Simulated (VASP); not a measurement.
Set up this calculation in VASP 6.6.1, as the native input.

```
Task                               : single point
Functional                         : PBE-based global hybrid with 25 % exact exchange
Potentials or basis                : VASP PAW PBE potentials, release 64 (Mg, B)
Cutoff                             : 520 eV
k mesh                             : 6 × 6 × 4
Occupations                        : fermi-dirac, width 0.05 eV
Spin                               : no spin polarisation
Dipole correction                  : no
Grid for exact exchange (PRECFOCK) : Normal
Share of exact exchange            : 0.25
Further INCAR settings             : ALGO = Normal; EDIFF = 1e-06; NBANDS = 11
```

Crystal: MgB2.

```
Mg B
1.0
     3.08500    0.00000    0.00000
    -1.54250    2.67169    0.00000
     0.00000    0.00000    3.52300
Mg B
1 2
Direct
  0.00000 0.00000 0.00000
  0.66667 0.33333 0.50000
  0.33333 0.66667 0.50000
```

The input as run:

POSCAR

```
MgB2
1.0
    3.0850000000      0.0000000000      0.0000000000
   -1.5425000000      2.6716883707      0.0000000000
    0.0000000000      0.0000000000      3.5230000000
Mg B
1 2
Direct
    0.0000000000      0.0000000000      0.0000000000
    0.6666666667      0.3333333333      0.5000000000
    0.3333333333      0.6666666667      0.5000000000
```

INCAR.step1

```
SYSTEM = MgB2
  PREC = Accurate
  ENCUT = 520
  EDIFF = 1E-5
  ISMEAR = -1
  SIGMA = 0.05
  LREAL = .FALSE.
  LASPH = .TRUE.
  NELM = 60
  ALGO = Normal
  ISIF = 2
  LWAVE = .TRUE.
  LCHARG = .FALSE.
  NBANDS = 11
  GGA = PE
```

INCAR.step2

```
SYSTEM = MgB2
  PREC = Accurate
  ENCUT = 520
  EDIFF = 1E-6
  ISMEAR = -1
  SIGMA = 0.05
  LREAL = .FALSE.
  LASPH = .TRUE.
  NELM = 60
  ALGO = Normal
  ISIF = 2
  LWAVE = .FALSE.
  LCHARG = .FALSE.
  GGA = PE
  LHFCALC = .TRUE.
  AEXX = 0.25
  PRECFOCK = Normal
  NBANDS = 11
  ISTART = 1
```

KPOINTS

```
Automatic mesh
0
G
  6 6 4
  0 0 0
```

Potentials or basis: VASP PAW PBE potentials, release 64 (Mg, B).

The run is started by

```console
$ cat potpaw_PBE.64/Mg/POTCAR potpaw_PBE.64/B/POTCAR > POTCAR
$ cp INCAR.step1 INCAR
$ mpirun -np 1 vasp_std > vasp.out
$ cp INCAR.step2 INCAR
$ mpirun -np 1 vasp_std > vasp.out
```

It gave:

* Pressure: -3.0 GPa
* Band gap on the k mesh: zero (bands 4 and 5 overlap by 5.22 eV)

Caveat: the k points lie up to 0.45 Å⁻¹ apart, too coarse for converged energies and pressures of a metal; the PAW data sets were made with another functional, which shifts forces and pressure a little.

Wall time 9.9 min on 1 thread of AMD EPYC 7R43 64-Core Processor (Zen 3), with other jobs on the host, peak memory 0.12 GiB.
